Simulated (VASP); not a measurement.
A run of VASP 6.6.1 is set up as follows.

Contents of POSCAR:

```
Se
1.0
   -1.7171945329      1.7171945329      1.7171945329
    1.7171945329     -1.7171945329      1.7171945329
    1.7171945329      1.7171945329     -1.7171945329
Se
1
Direct
    0.0000000000      0.0000000000      0.0000000000
```

File INCAR.step1:

```
SYSTEM = Se
PREC = Accurate
ENCUT = 520
ISMEAR = 0
SIGMA = 0.1
LREAL = .FALSE.
LASPH = .TRUE.
NELM = 100
NBANDS = 9
GGA = PE
ALGO = Normal
EDIFF = 1E-4
LWAVE = .TRUE.
LCHARG = .FALSE.
```

INCAR.step2

```
SYSTEM = Se
PREC = Accurate
ENCUT = 520
EDIFF = 1E-6
ISMEAR = 0
SIGMA = 0.1
LREAL = .FALSE.
LASPH = .TRUE.
NELM = 100
ALGO = Normal
ISIF = 2
LWAVE = .FALSE.
LCHARG = .FALSE.
METAGGA = R2SCAN
LMIXTAU = .TRUE.
NBANDS = 9
ISTART = 1
```

KPOINTS

```
regular mesh
0
G
  18 18 18
  0 0 0
```

Potentials or basis: VASP PAW PBE potentials, release 64 (Se).

Run with:

```console
$ cat potpaw_PBE.64/Se/POTCAR > POTCAR
$ cp INCAR.step1 INCAR
$ mpirun -np 1 vasp_std > vasp.out
$ cp INCAR.step2 INCAR
$ mpirun -np 1 vasp_std > vasp.out
```

Predict the band gap on the k mesh.

zero (band 3 reaches 8.43 eV, above the bottom of band 4 at 1.88 eV).

Estimate the pressure.

-0.1 GPa.

Caveat: the PAW data sets were made with another functional, which shifts forces and pressure a little.
